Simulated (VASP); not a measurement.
Set up this calculation in VASP 6.6.1, as the native input.

```yaml
Task: relaxation of cell and atoms
Functional: LDA
Potentials_or_basis: VASP PAW LDA potentials, release 64 (Sb, In_d)
Cutoff: 600 eV
k_mesh: 4 × 4 × 4
Occupations: gaussian, width 0.02 eV
Spin: no spin polarisation
Target_pressure: 20 GPa
Dipole_correction: no
Further_INCAR_settings: ALGO = Normal; EDIFF = 1e-06; IBRION = 2; EDIFFG = -0.03; NSW = 80; ISIF = 3
```

The structure of In3Sb lies in POSCAR:

```
In3Sb
1.0
    4.8400000000      0.0000000000      0.0000000000
    0.0000000000      4.8400000000      0.0000000000
    0.0000000000      0.0000000000      4.8400000000
Sb In
1 3
Direct
    0.0000000000      0.0000000000      0.0000000000
    0.0000000000      0.5000000000      0.5000000000
    0.5000000000      0.0000000000      0.5000000000
    0.5000000000      0.5000000000      0.0000000000
```

The input as run:

INCAR

```
ALGO = Normal ; EDIFF = 1E-6
EDIFFG = -0.03 ; ENCUT = 600
IBRION = 2 ; ISIF = 3
ISMEAR = 0 ; LASPH = True
LCHARG = False ; LREAL = False
LWAVE = False ; NELM = 100
NSW = 80 ; PREC = Accurate
PSTRESS = 200.0 ; SIGMA = 0.02
```

KPOINTS

```
k-points
0
Gamma
  4 4 4
```

Potentials or basis: VASP PAW LDA potentials, release 64 (Sb, In_d).

Launch:

```console
$ cat potpaw_LDA.64/Sb/POTCAR potpaw_LDA.64/In_d/POTCAR > POTCAR
$ mpirun -np 1 vasp_std > vasp.out
```

Results of the run:

- Relaxed volume: 20.20 Å³/atom
- Relaxed cell: a = 4.323 Å, b = 4.323 Å, c = 4.323 Å, α = 90.00°, β = 90.00°, γ = 90.00°
- Space group after relaxing (to 0.05 Å): Pm-3m (No. 221)
- Energy change on relaxing (the enthalpy is what falls): +178.5 meV/atom
- Ionic steps: 5
- Pressure after relaxing: 20.0 GPa
- Band gap on the k mesh: zero (band 22 reaches 12.08 eV, above the bottom of band 23 at 6.41 eV)

Caveat: the cell is relaxed towards a set pressure, so the enthalpy falls and the energy may rise; the volume moved by over 15 % at a fixed basis, so the end points are rough; spin-orbit coupling is left out, which moves the levels of the heavy elements.

Wall time 53 s on 1 thread of Intel(R) Xeon(R) Platinum 8481C CPU @ 2.70GHz (Sapphire Rapids) (shared host), peak memory 0.21 GiB.
